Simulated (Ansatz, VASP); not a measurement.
LiF in VASP and in Ansatz

File INCAR:

```
SYSTEM = LiF
PREC = Accurate
ENCUT = 520
EDIFF = 1E-6
ISMEAR = 0
SIGMA = 0.02
LREAL = .False.
LASPH = .True.
NELM = 80
ALGO = Normal
ISIF = 2
LWAVE = .False.
LCHARG = .True.
GGA = PS
LELF = .True.
LVHAR = .True.
NBANDS = 12
```

KPOINTS

```
Automatic mesh
0
Gamma
  10 10 10
  0 0 0
```

The input POSCAR:

```
LiF
1.0
    0.0000000000      2.0412292800      2.0412292800
    2.0412292800      0.0000000000      2.0412292800
    2.0412292800      2.0412292800      0.0000000000
Li F
1 1
Direct
    0.0000000000      0.0000000000      0.0000000000
    0.5000000000      0.5000000000      0.5000000000
```

Input for Ansatz:

```yaml
crystal:
  lattice:
    - [0.0, 2.04122928, 2.04122928]
    - [2.04122928, 0.0, 2.04122928]
    - [2.04122928, 2.04122928, 0.0]
  atoms:
    - { symbol: Li, position: [0.0, 0.0, 0.0] }
    - { symbol: F, position: [0.5, 0.5, 0.5] }
basis:
  ecutwfc: 420
kpoints:
  mp_grid: { grid: [10, 10, 10] }
hamiltonian:
  xc: pbesol
scf:
  occupations: { method: gaussian, width: 0.02 }
output:
  forces: true
  stress: true
  eigenvalues: true
  populations: true
```

Alike in both runs: task single point; functional PBEsol; k mesh 10 × 10 × 10; occupations gaussian, width 0.02 eV; no spin polarisation.

|  | VASP | Ansatz |
| --- | --- | --- |
| version | VASP 6.6.1 | Ansatz 0.2.0 |
| potentials or method | VASP PAW PBE potentials, release 64 (Li_sv, F), cutoff 520 eV | scalar-relativistic, plane waves, PAW |
| valence electrons in the cell | 10 | 10 |

|  | VASP | Ansatz | Ansatz less VASP |
| --- | --- | --- | --- |
| gap on the k mesh at the Fermi level (eV) | 8.57 | 8.57 | +0.001 |
| least direct gap on the mesh (eV) | 8.57 | 8.57 | +0.001 |

VASP's potentials were made for PBE, not for PBEsol.

Noted on VASP's run: the cutoff is short for stress, so the pressure is rough.
